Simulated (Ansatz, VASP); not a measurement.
GaW: VASP beside Ansatz

```
Ga W
1.0
     4.38159    0.00000    0.00000
    -2.19079    3.79457    0.00000
     0.00000    0.00000    5.00066
Ga W
2 2
Direct
  0.33333 0.66667 0.75000
  0.66667 0.33333 0.25000
  0.33333 0.66667 0.25000
  0.66667 0.33333 0.75000
```

Alike in both runs: functional PBE; k mesh 12 × 12 × 10; occupations gaussian, width 0.1 eV; no spin polarisation.

Ansatz relaxed the structure, and its values are those at the end. VASP's run is a single point on that final structure, the one shown.

|  | VASP | Ansatz |
| --- | --- | --- |
| version | VASP 6.6.1 | Ansatz 0.2.0 |
| potentials or method | VASP PAW PBE potentials, release 64 (Ga_d, W_sv), cutoff 520 eV | scalar-relativistic, plane waves, PAW |
| valence electrons in the cell | 54 | 54 |

Ansatz gave:

```
gap on the k mesh at the Fermi level (eV) : none
pressure (GPa)                            : 0.0
```

Problem. Estimate VASP's values.

Solution. gap on the k mesh at the Fermi level (eV): none; pressure (GPa): 0.3.

A gap of «none» marks a metal or a gap that the smearing closes.

Spin-orbit coupling is off throughout.
